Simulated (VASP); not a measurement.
# GaP (R-3m) in VASP: a series of runs, part 2 of 2

VASP 6.6.1. Earlier steps stand in the parts before.

### 3 Single point, LDA (18.07 Å³/atom)

File INCAR:

```
SYSTEM = GaP
PREC = Accurate ; ENCUT = 520
EDIFF = 1E-7 ; ISMEAR = 0
SIGMA = 0.05 ; LREAL = .FALSE.
LASPH = .TRUE. ; NELM = 80
ALGO = Normal ; ISIF = 2
LWAVE = .FALSE. ; LCHARG = .FALSE.
GGA = CA ; NBANDS = 26
```

File KPOINTS:

```
Automatic mesh
0
G
  9 9 9
  0 0 0
```

File POSCAR:

```
GaP
1.0
    1.7366601665      1.0026612146      6.9182752167
   -1.7366601665      1.0026612146      6.9182752167
    0.0000000000     -2.0053224293      6.9182752167
Ga P
2 2
Direct
    0.4359784395      0.4359784395      0.4359784395
    0.5640215605      0.5640215605      0.5640215605
    0.0580350955      0.0580350955      0.0580350955
    0.9419649045      0.9419649045      0.9419649045
```

Potentials or basis: VASP PAW LDA potentials, release 64 (Ga_d, P).

Run with:

```bash
cat potpaw_LDA.64/Ga_d/POTCAR potpaw_LDA.64/P/POTCAR > POTCAR
mpirun -np 1 vasp_std > vasp.out
```

OUTCAR:

```text
SYSTEM = GaP
   PREC = Accurate
   ENCUT = 520
   EDIFF = 1E-7
   ISMEAR = 0
   LREAL = .FALSE.
   LASPH = .TRUE.
   NELM = 80
   ISIF = 2
   GGA = CA

 ion  position               nearest neighbor table
   1  0.436  0.436  0.436-   3 2.21   3 2.21   3 2.21   2 2.66
   2  0.564  0.564  0.564-   4 2.21   4 2.21   4 2.21   1 2.66
   3  0.058  0.058  0.058-   1 2.21   1 2.21   1 2.21   4 2.41
   4  0.942  0.942  0.942-   2 2.21   2 2.21   2 2.21   3 2.41

  LATTYP: Found a trigonal (rhomboedric) cell.
 ALAT       =     7.2030444965
 COS(alpha) =     0.8837407581

  Lattice vectors:

 A1 = (   1.7366601665,   1.0026612146,   6.9182752167)
 A2 = (  -1.7366601665,   1.0026612146,   6.9182752167)
 A3 = (   0.0000000000,  -2.0053224293,   6.9182752167)

Analysis of symmetry for initial positions (statically):
=====================================================================
 Subroutine PRICEL returns:
 Original cell was already a primitive cell.

 Routine SETGRP: Setting up the symmetry group for a
 trigonal (rhombohedral) supercell.

 Subroutine GETGRP returns: Found 12 space group operations
 (whereof 12 operations were pure point group operations)
 out of a pool of 12 trial point group operations.

The static configuration has the point symmetry D_3d.

Analysis of symmetry for dynamics (positions and initial velocities):
=====================================================================
 Subroutine PRICEL returns:
 Original cell was already a primitive cell.

 Routine SETGRP: Setting up the symmetry group for a
 trigonal (rhombohedral) supercell.

 Subroutine GETGRP returns: Found 12 space group operations
 (whereof 12 operations were pure point group operations)
 out of a pool of 12 trial point group operations.

The dynamic configuration has the point symmetry D_3d.

 Subroutine INISYM returns: Found 12 space group operations
 (whereof 12 operations are pure point group operations),
 and found     1 'primitive' translations

----------------------------------------------------------------------------------------

                                     Primitive cell

  volume of cell :      72.2800

  direct lattice vectors                    reciprocal lattice vectors
     1.736660167  1.002661215  6.918275217     0.287908947  0.166224308  0.048181566
    -1.736660167  1.002661215  6.918275217    -0.287908947  0.166224308  0.048181566
     0.000000000 -2.005322429  6.918275217     0.000000000 -0.332448616  0.048181566

  length of vectors
     7.203044497  7.203044497  7.203044497     0.335921934  0.335921934  0.335921934

  position of ions in fractional coordinates (direct lattice)
     0.435978439  0.435978439  0.435978439
     0.564021561  0.564021561  0.564021561
     0.058035096  0.058035096  0.058035096
     0.941964904  0.941964904  0.941964904

  ion indices of the primitive-cell ions
   primitive index   ion index
                 1           1
                 2           2
                 3           3
                 4           4

----------------------------------------------------------------------------------------

 KPOINTS: Automatic mesh

Automatic generation of k-mesh.
 Grid dimensions read from file:
 generate k-points for:    9    9    9

 Generating k-lattice:

  Cartesian coordinates                     Fractional coordinates (reciprocal lattice)
     0.031989883  0.018469368  0.005353507     0.111111111  0.000000000  0.000000000
    -0.031989883  0.018469368  0.005353507     0.000000000  0.111111111  0.000000000
     0.000000000 -0.036938735  0.005353507     0.000000000  0.000000000  0.111111111

  Length of vectors
     0.037324659  0.037324659  0.037324659

  Shift w.r.t. Gamma in fractional coordinates (k-lattice)
     0.000000000  0.000000000  0.000000000

 Subroutine IBZKPT returns following result:
 ===========================================

 Found     85 irreducible k-points:

 Following reciprocal coordinates:
            Coordinates               Weight
  0.000000  0.000000  0.000000      1.000000
  0.111111  0.000000 -0.000000      6.000000
  0.222222 -0.000000  0.000000      6.000000
  0.333333  0.000000 -0.000000      6.000000
  0.444444 -0.000000  0.000000      6.000000
  0.111111  0.111111 -0.000000      6.000000
[... 16 lines left out ...]
 -0.333333  0.333333  0.000000      6.000000
  0.444444  0.444444  0.000000      6.000000
 [... further k-points ...]
   k-points           NKPTS =     85   k-points in BZ     NKDIM =     85   number of bands    NBANDS=     26
   number of dos      NEDOS =    301   number of ions     NIONS =      4
   total plane-waves  NPLWV = 157464
   dimension x,y,z NGX =    54 NGY =   54 NGZ =   54
   dimension x,y,z NGXF=   108 NGYF=  108 NGZF=  108
   ions per type =               2   2
   NGX,Y,Z   is equivalent  to a cutoff of  12.46, 12.46, 12.46 a.u.
   NGXF,Y,Z  is equivalent  to a cutoff of  24.93, 24.93, 24.93 a.u.
 SYSTEM =  GaP
   PREC   = accura    normal or accurate (medium, high low for compatibility)
   ISTART =      0    job   : 0-new  1-cont  2-samecut
   ICHARG =      2    charge: 1-file 2-atom 10-const
   ISPIN  =      1    spin polarized calculation?
   LNONCOLLINEAR =      F non collinear calculations
   LSORBIT =      F    spin-orbit coupling
   LASPH  =      T    aspherical Exc in radial PAW
   ENCUT  =  520.0 eV  38.22 Ry    6.18 a.u.  13.39 13.39 13.39*2*pi/ulx,y,z
   NELM   =     80;   NELMIN=  2; NELMDL= -5     # of ELM steps
   EDIFF  = 0.1E-06   stopping-criterion for ELM
   LREAL  =      F    real-space projection
   EDIFFG = 0.1E-05   stopping-criterion for IOM
   NSW    =      0    number of steps for IOM
   IBRION =     -1    ionic relax: 0-MD 1-quasi-New 2-CG
   NFREE  =      0    steps in history (QN), initial steepest desc. (CG)
   ISIF   =      2    stress and relaxation
   ISYM   =      2    0-nonsym 1-usesym 2-fastsym
   POTIM  = 0.5000    time-step for ionic-motion
   TEBEG  =    0.0;   TEEND  =   0.0 temperature during run
   PSTRESS=    0.0 pullay stress
   NELECT =      36.0000    total number of electrons
   NUPDOWN=      -1.0000    fix difference up-down
   EMIN   =  10.00;   EMAX   =-10.00  energy-range for DOS
   EFERMI =   0.00;   METHOD = LEGACY
   ISMEAR =     0;   SIGMA  =   0.05  broadening in eV -4-tet -1-fermi 0-gaus
   EFERMI_NEDOS =   21; number of points for ismear=-14 and -15
   IALGO  =     38    algorithm
   IMIX   =      4    mixing-type and parameters
     AMIX     =   0.40;   BMIX     =  1.00
     AMIX_MAG =   1.60;   BMIX_MAG =  1.00
  volume/ion in A,a.u.               =      18.07       121.94
  Fermi-wavevector in a.u.,A,eV,Ry     =   1.297686  2.452271 22.912060  1.683989
  Thomas-Fermi vector in A             =   2.429063
   LORBIT       =      0    0 simple, 1 ext, 2 COOP (PROOUT), +10 PAW based schemes
   GGA     = CA    functional components
   LHFCALC =     F    Hartree Fock is set to
   AEXX    =    0.0000 exact exchange contribution
   IVDW    =     0    specifies the selected vdW correction
   LEPSILON=     F    determine dielectric tensor
   LRPA    =     F    only Hartree local field effects (RPA)
 non-spin polarized calculation
 Gauss-broadening in eV      SIGMA  =   0.05
  energy-cutoff  :      520.00
  volume of cell :       72.28
 maximum number of plane-waves:      1967
 NGX is ok and might be reduce to    54
   NGX = 27   NGY = 27   NGZ = 27

 number of electron      36.0000001 magnetization

 Free energy of the ion-electron system (eV)
  ---------------------------------------------------
  ext. energy  EPLUGINS =         0.00000000
  ---------------------------------------------------
  free energy    TOTEN  =       -19.14883837 eV

  energy without entropy =      -19.14767741  energy(sigma->0) =      -19.14825789

 E-fermi :   6.0677     XC(G=0): -10.6935

 val. band max:        6.0659996800   @ k =   0.3333   0.3333   0.2222
 cond. band min:       6.0713034336   @ k =   0.1111   0.1111  -0.0000
 fundamental gap:      0.0053037536
 Fermi energy:         6.0677111178

 k-point     1 :       0.0000    0.0000    0.0000
  band No.  band energies     occupation
      1      -9.1875      2.00000
      2      -9.1204      2.00000
      3      -9.1204      2.00000
      4      -9.1168      2.00000
      5      -9.1168      2.00000
      6      -9.0117      2.00000
[... 685 lines left out ...]
     25      14.0109      0.00000
     26      15.3193      0.00000

 [... further k-points ...]

------------------------ aborting loop because EDIFF is reached ----------------------------------------

  FORCE on cell =-STRESS in cart. coord.  units (eV):
  Direction    XX          YY          ZZ          XY          YZ          ZX
  --------------------------------------------------------------------------------------
  -------------------------------------------------------------------------------------
  Total       10.6898576     10.6898576     -5.1024947      0.0000000      0.0000000      0.0000000
  in kB      236.9541712    236.9541712   -113.1032282      0.0000000      0.0000000      0.0000000
  external PRESSURE =     120.2683714 kB  Pullay stress =       0.0000000 kB

 VOLUME and BASIS-vectors are now :
 -----------------------------------------------------------------------------
  energy-cutoff  :      520.00
  volume of cell :       72.28
      direct lattice vectors                 reciprocal lattice vectors
     1.736660167  1.002661215  6.918275217     0.287908947  0.166224308  0.048181566
    -1.736660167  1.002661215  6.918275217    -0.287908947  0.166224308  0.048181566
     0.000000000 -2.005322429  6.918275217     0.000000000 -0.332448616  0.048181566

 POSITION                                       TOTAL-FORCE (eV/Angst)
 -----------------------------------------------------------------------------------
      0.00000     -0.00000      9.04866         0.000000     -0.000000      1.380221
      0.00000     -0.00000     11.70617         0.000000      0.000000     -1.380221
      0.00000     -0.00000      1.20451         0.000000      0.000000     -1.707247
      0.00000     -0.00000     19.55032         0.000000     -0.000000      1.707247
 -----------------------------------------------------------------------------------
    total drift:                                0.000000      0.000000      0.000000

  FREE ENERGIE OF THE ION-ELECTRON SYSTEM (eV)
  ---------------------------------------------------
  free  energy   TOTEN  =       -19.1488383652 eV

  energy  without entropy=      -19.1476774123  energy(sigma->0) =      -19.14825789
```

Run time: 7.5 min. Hardware: 1 thread of Intel Xeon 8259CL, shared host; peak memory 0.35 GiB.

Results:

```yaml
Free_energy: -19.1488 eV
Pressure: 12.0 GPa
Largest_force: 1.707 eV/Å
Band_gap_on_the_k_mesh: zero (bands 18 and 19 overlap by 0.54 eV)
```

Forces in eV/Å, atoms in the order of the input:
```
Ga   0.000  0.000  1.380
Ga   0.000  0.000 -1.380
P    0.000  0.000 -1.707
P    0.000  0.000  1.707
```

Levels at points of the mesh, in eV from the Fermi level:
| k point | band 16 | band 17 | band 18 | band 19 | band 20 | band 21 |
| --- | --- | --- | --- | --- | --- | --- |
| (0.00, 0.00, 0.00) | -0.81 | -0.72 | 0.33 | 0.33 | 3.20 | 4.41 |

Caveat: the stress differs along the axes, from -11 to 24 GPa; semilocal functionals underestimate gaps, and a narrow one can read as zero; forces of over 1 eV/Å act on the atoms, so gaps and moduli don't describe the material at rest.
